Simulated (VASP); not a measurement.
# Sb in VASP: single point with PBE+D3(BJ)

Aim: the single point of Sb with PBE+D3(BJ).

Everything below comes from runs of VASP 6.6.1. Logs are shortened: lines on timing, memory, paths and dates and some standing lists are left out, and cuts for length are marked.

**1. The cell of the first run**

The cell holds a slab with vacuum, 4 atoms: a = 4.069 Å, b = 4.069 Å, c = 20.800 Å, α = 90.00°, β = 90.00°, γ = 120.00°.

**2. Single point, PBE+D3(BJ) (layers slid over each other)**

INCAR reads:

```
SYSTEM = Sb
ALGO = Normal
DIPOL = 0.5 0.5 0.388
EDIFF = 1E-6
ENCUT = 400
GGA = PE
GGA_COMPAT = .FALSE.
IDIPOL = 3
ISIF = 2
ISMEAR = 0
IVDW = 12
LASPH = .TRUE.
LCHARG = .FALSE.
LDIPOL = .TRUE.
LREAL = .FALSE.
LWAVE = .FALSE.
NBANDS = 38
NELM = 120
NELMDL = -8
PREC = Accurate
SIGMA = 0.05
```

KPOINTS reads:

```
k-points
0
G
  9 9 1
  0 0 0
```

POSCAR reads:

```
Sb
1.0
    4.0686848921      0.0000000000      0.0000000000
   -2.0343424461      3.5235844766      0.0000000000
    0.0000000000      0.0000000000     20.8000277116
Sb
4
Direct
    0.3333333333      0.6666666667      0.2956733491
    0.6666666667      0.3333333333      0.2163458656
    0.2222222222      1.6666666667      0.5600967399
    0.5555555556      1.3333333333      0.4807692564
```

Potentials or basis: VASP PAW PBE potentials, release 64 (Sb_d_GW).

Command:

```sh
cat potpaw_PBE.64/Sb_d_GW/POTCAR > POTCAR
mpirun -np 1 vasp_std > vasp.out
```

OUTCAR:

```text
SYSTEM = Sb
   EDIFF = 1E-6
   ENCUT = 400
   GGA = PE
   ISIF = 2
   ISMEAR = 0
   IVDW = 12
   LASPH = .TRUE.
   LREAL = .FALSE.
   NELM = 120
   NELMDL = -8
   PREC = Accurate
 IVDW          = 12

 ion  position               nearest neighbor table
   1  0.333  0.667  0.296-   2 2.87   2 2.87   2 2.87
   2  0.667  0.333  0.216-   1 2.87   1 2.87   1 2.87
   3  0.222  0.667  0.560-   4 2.87   4 2.87   4 2.87
   4  0.556  0.333  0.481-   3 2.87   3 2.87   3 2.87

  LATTYP: Found a hexagonal cell.
 ALAT       =     4.0686848921
 C/A-ratio  =     5.1122237930

  Lattice vectors:

 A1 = (   4.0686848921,   0.0000000000,   0.0000000000)
 A2 = (  -2.0343424461,   3.5235844766,   0.0000000000)
 A3 = (   0.0000000000,   0.0000000000,  20.8000277116)

Analysis of symmetry for initial positions (statically):
=====================================================================
 Subroutine PRICEL returns:
 Original cell was already a primitive cell.

 Routine SETGRP: Setting up the symmetry group for a
 hexagonal supercell.

 Subroutine GETGRP returns: Found  2 space group operations
 (whereof  1 operations were pure point group operations)
 out of a pool of 24 trial point group operations.

The static configuration has the point symmetry C_1 .
 The point group associated with its full space group is S_2 .

Analysis of symmetry for dynamics (positions and initial velocities):
=====================================================================
 Subroutine PRICEL returns:
 Original cell was already a primitive cell.

 Routine SETGRP: Setting up the symmetry group for a
 hexagonal supercell.

 Subroutine GETGRP returns: Found  2 space group operations
 (whereof  1 operations were pure point group operations)
 out of a pool of 24 trial point group operations.

The dynamic configuration has the point symmetry C_1 .
 The point group associated with its full space group is S_2 .

 Subroutine INISYM returns: Found  2 space group operations
 (whereof  1 operations are pure point group operations),
 and found     1 'primitive' translations

----------------------------------------------------------------------------------------

                                     Primitive cell

  volume of cell :     298.1966

  direct lattice vectors                    reciprocal lattice vectors
     4.068684892  0.000000000  0.000000000     0.245779663  0.141900954  0.000000000
    -2.034342446  3.523584477  0.000000000     0.000000000  0.283801909  0.000000000
     0.000000000  0.000000000 20.800027712     0.000000000  0.000000000  0.048076859

  length of vectors
     4.068684892  4.068684892 20.800027712     0.283801909  0.283801909  0.048076859

  position of ions in fractional coordinates (direct lattice)
     0.333333333  0.666666667  0.295673349
     0.666666667  0.333333333  0.216345866
     0.222222222  0.666666667  0.560096740
     0.555555556  0.333333333  0.480769256

  ion indices of the primitive-cell ions
   primitive index   ion index
                 1           1
                 2           2
                 3           3
                 4           4

----------------------------------------------------------------------------------------

 KPOINTS: k-points

Automatic generation of k-mesh.
 Grid dimensions read from file:
 generate k-points for:    9    9    1

 Generating k-lattice:

  Cartesian coordinates                     Fractional coordinates (reciprocal lattice)
     0.027308851  0.015766773  0.000000000     0.111111111 -0.000000000  0.000000000
     0.000000000  0.031533545  0.000000000     0.000000000  0.111111111  0.000000000
     0.000000000  0.000000000  0.048076859     0.000000000  0.000000000  1.000000000

  Length of vectors
     0.031533545  0.031533545  0.048076859

  Shift w.r.t. Gamma in fractional coordinates (k-lattice)
     0.000000000  0.000000000  0.000000000

 Subroutine IBZKPT returns following result:
 ===========================================

 Found     41 irreducible k-points:

 Following reciprocal coordinates:
            Coordinates               Weight
  0.000000  0.000000  0.000000      1.000000
  0.111111 -0.000000  0.000000      2.000000
  0.000000  0.111111  0.000000      2.000000
 -0.111111  0.111111  0.000000      2.000000
  0.222222 -0.000000  0.000000      2.000000
  0.000000  0.222222  0.000000      2.000000
[... 16 lines left out ...]
  0.333333  0.111111  0.000000      2.000000
 -0.111111  0.444444  0.000000      2.000000
 [... further k-points ...]
   k-points           NKPTS =     41   k-points in BZ     NKDIM =     41   number of bands    NBANDS=     38
   number of dos      NEDOS =    301   number of ions     NIONS =      4
   total plane-waves  NPLWV = 109760
   dimension x,y,z NGX =    28 NGY =   28 NGZ =  140
   dimension x,y,z NGXF=    56 NGYF=   56 NGZF=  280
   ions per type =               4
   NGX,Y,Z   is equivalent  to a cutoff of  11.44, 11.44, 11.19 a.u.
   NGXF,Y,Z  is equivalent  to a cutoff of  22.88, 22.88, 22.38 a.u.
 SYSTEM =  Sb
   PREC   = accura    normal or accurate (medium, high low for compatibility)
   ISTART =      0    job   : 0-new  1-cont  2-samecut
   ICHARG =      2    charge: 1-file 2-atom 10-const
   ISPIN  =      1    spin polarized calculation?
   LNONCOLLINEAR =      F non collinear calculations
   LSORBIT =      F    spin-orbit coupling
   LASPH  =      T    aspherical Exc in radial PAW
   ENCUT  =  400.0 eV  29.40 Ry    5.42 a.u.   6.63  6.63 33.92*2*pi/ulx,y,z
   NELM   =    120;   NELMIN=  2; NELMDL= -8     # of ELM steps
   EDIFF  = 0.1E-05   stopping-criterion for ELM
   LREAL  =      F    real-space projection
   EDIFFG = 0.1E-04   stopping-criterion for IOM
   NSW    =      0    number of steps for IOM
   IBRION =     -1    ionic relax: 0-MD 1-quasi-New 2-CG
   NFREE  =      0    steps in history (QN), initial steepest desc. (CG)
   ISIF   =      2    stress and relaxation
   ISYM   =      2    0-nonsym 1-usesym 2-fastsym
   POTIM  = 0.5000    time-step for ionic-motion
   TEBEG  =    0.0;   TEEND  =   0.0 temperature during run
   PSTRESS=    0.0 pullay stress
   NELECT =      60.0000    total number of electrons
   NUPDOWN=      -1.0000    fix difference up-down
   EMIN   =  10.00;   EMAX   =-10.00  energy-range for DOS
   EFERMI =   0.00;   METHOD = LEGACY
   ISMEAR =     0;   SIGMA  =   0.05  broadening in eV -4-tet -1-fermi 0-gaus
   EFERMI_NEDOS =   21; number of points for ismear=-14 and -15
   IALGO  =     38    algorithm
   IMIX   =      4    mixing-type and parameters
     AMIX     =   0.40;   BMIX     =  1.00
     AMIX_MAG =   1.60;   BMIX_MAG =  1.00
  volume/ion in A,a.u.               =      74.55       503.08
  Fermi-wavevector in a.u.,A,eV,Ry     =   0.959307  1.812828 12.521037  0.920270
  Thomas-Fermi vector in A             =   2.088492
   LORBIT       =      0    0 simple, 1 ext, 2 COOP (PROOUT), +10 PAW based schemes
   GGA     = PE    functional components
   LHFCALC =     F    Hartree Fock is set to
   AEXX    =    0.0000 exact exchange contribution
   IVDW    =    12    specifies the selected vdW correction
   LEPSILON=     F    determine dielectric tensor
   LRPA    =     F    only Hartree local field effects (RPA)
 non-spin polarized calculation
 Gauss-broadening in eV      SIGMA  =   0.05
  energy-cutoff  :      400.00
  volume of cell :      298.20
 maximum number of plane-waves:      5503
   NGX = 13   NGY = 13   NGZ = 67

 dipolmoment           0.000000      0.000000      0.000200 electrons x Angstroem

 number of electron      59.9999997 magnetization

 dipolmoment           0.000000      0.000000     -0.000033 electrons x Angstroem

 Free energy of the ion-electron system (eV)
  ---------------------------------------------------
  ext. energy  EPLUGINS =         0.00000000
  ---------------------------------------------------
  free energy    TOTEN  =       -16.31232732 eV

  energy without entropy =      -16.31232732  energy(sigma->0) =      -16.31232732

 E-fermi :  -0.6350     XC(G=0):  -4.9229

 val. band max:       -0.8498995177   @ k =   0.0000   0.0000   0.0000
 cond. band min:       0.0244304906   @ k =   0.3333  -0.0000   0.0000
 fundamental gap:      0.8743300083
 Fermi energy:        -0.6349784008

 k-point     1 :       0.0000    0.0000    0.0000
  band No.  band energies     occupation
      1     -29.5478      2.00000
      2     -29.5477      2.00000
      3     -29.5476      2.00000
      4     -29.5475      2.00000
      5     -29.4714      2.00000
      6     -29.4712      2.00000
[... 30 lines left out ...]
     37       3.2903      0.00000
     38       3.6020      0.00000

 k-point     2 :       0.1111   -0.0000    0.0000
  band No.  band energies     occupation
      1     -29.5467      2.00000
      2     -29.5465      2.00000
      3     -29.5412      2.00000
      4     -29.5410      2.00000
      5     -29.4703      2.00000
      6     -29.4702      2.00000
[... 30 lines left out ...]
     37       3.4636      0.00000
     38       3.7655      0.00000

 k-point     3 :       0.0000    0.1111    0.0000
  band No.  band energies     occupation
      1     -29.5468      2.00000
      2     -29.5467      2.00000
      3     -29.5411      2.00000
      4     -29.5409      2.00000
      5     -29.4704      2.00000
      6     -29.4702      2.00000
[... 30 lines left out ...]
     37       3.4632      0.00000
     38       3.7670      0.00000

 k-point     4 :      -0.1111    0.1111    0.0000
  band No.  band energies     occupation
      1     -29.5468      2.00000
      2     -29.5466      2.00000
      3     -29.5411      2.00000
      4     -29.5409      2.00000
      5     -29.4706      2.00000
      6     -29.4703      2.00000
[... 30 lines left out ...]
     37       3.4637      0.00000
     38       3.7670      0.00000
[... 703 lines left out ...]
      4     -29.5056      2.00000
      5     -29.4648      2.00000
      6     -29.4646      2.00000
[... 30 lines left out ...]
     37       4.2318      0.00000
     38       4.3990      0.00000

 k-point    23 :       0.3333    0.1111    0.0000
  band No.  band energies     occupation
      1     -29.5401      2.00000
      2     -29.5399      2.00000
      3     -29.4830      2.00000
      4     -29.4828      2.00000
      5     -29.4556      2.00000
      6     -29.4554      2.00000
[... 30 lines left out ...]
     37       4.2214      0.00000
     38       4.8849      0.00000

 k-point    24 :      -0.1111    0.4444    0.0000
  band No.  band energies     occupation
      1     -29.5402      2.00000
      2     -29.5400      2.00000
      3     -29.4829      2.00000
      4     -29.4827      2.00000
      5     -29.4558      2.00000
      6     -29.4554      2.00000
[... 30 lines left out ...]
     37       4.2606      0.00000
     38       4.8961      0.00000

 [... further k-points ...]

------------------------ aborting loop because EDIFF is reached ----------------------------------------

 vacuum level on the upper side and lower side of the slab       (xc-potential included)        -0.293        -0.293

 Edisp (eV)   -1.16552

 E8    (eV) :    -0.5592

  FORCE on cell =-STRESS in cart. coord.  units (eV):
  Direction    XX          YY          ZZ          XY          YZ          ZX
  --------------------------------------------------------------------------------------
  -------------------------------------------------------------------------------------
  Total      -0.30611    -0.28368    -0.88602    -0.00043    -0.02360     0.09037
  in kB      -1.64469    -1.52418    -4.76046    -0.00232    -0.12682     0.48555
  external pressure =       -2.64 kB  Pullay stress =        0.00 kB

 VOLUME and BASIS-vectors are now :
 -----------------------------------------------------------------------------
  energy-cutoff  :      400.00
  volume of cell :      298.20
      direct lattice vectors                 reciprocal lattice vectors
     4.068684892  0.000000000  0.000000000     0.245779663  0.141900954  0.000000000
    -2.034342446  3.523584477  0.000000000     0.000000000  0.283801909  0.000000000
     0.000000000  0.000000000 20.800027712     0.000000000  0.000000000  0.048076859

 POSITION                                       TOTAL-FORCE (eV/Angst)
 -----------------------------------------------------------------------------------
     -0.00000      2.34906      6.15001        -0.008282      0.001603      0.112209
      2.03434      1.17453      4.50000        -0.007685      0.002671      0.027931
     -0.45208      2.34906     11.65003         0.007685     -0.002671     -0.027931
      1.58227      1.17453     10.00001         0.008282     -0.001603     -0.112209
 -----------------------------------------------------------------------------------
    total drift:                               -0.000090     -0.000027     -0.001879

  FREE ENERGIE OF THE ION-ELECTRON SYSTEM (eV)
  ---------------------------------------------------
  free  energy   TOTEN  =       -17.4778512318 eV

  energy  without entropy=      -17.4778512318  energy(sigma->0) =      -17.47785123

 vacuum level on the upper side and lower side of the slab         3.631         3.633
```

Wall time 5.4 min (1 thread of Intel Xeon 6975P-C (Granite Rapids), shared host); peak memory 0.48 GiB.

What came out:

* Free energy: -17.4779 eV
* Largest force: 0.113 eV/Å
* Band gap on the k mesh: 0.87 eV (least direct gap 1.50 eV)
* Dispersion energy per atom: -0.291 eV

Forces on the atoms (eV/Å):
```
Sb  -0.008  0.002  0.112
Sb  -0.008  0.003  0.028
Sb   0.008 -0.003 -0.028
Sb   0.008 -0.002 -0.112
```

Caveat: the cell differs from its parent crystal (layers slid over each other); spin-orbit coupling is left out, which moves the levels of the heavy elements.
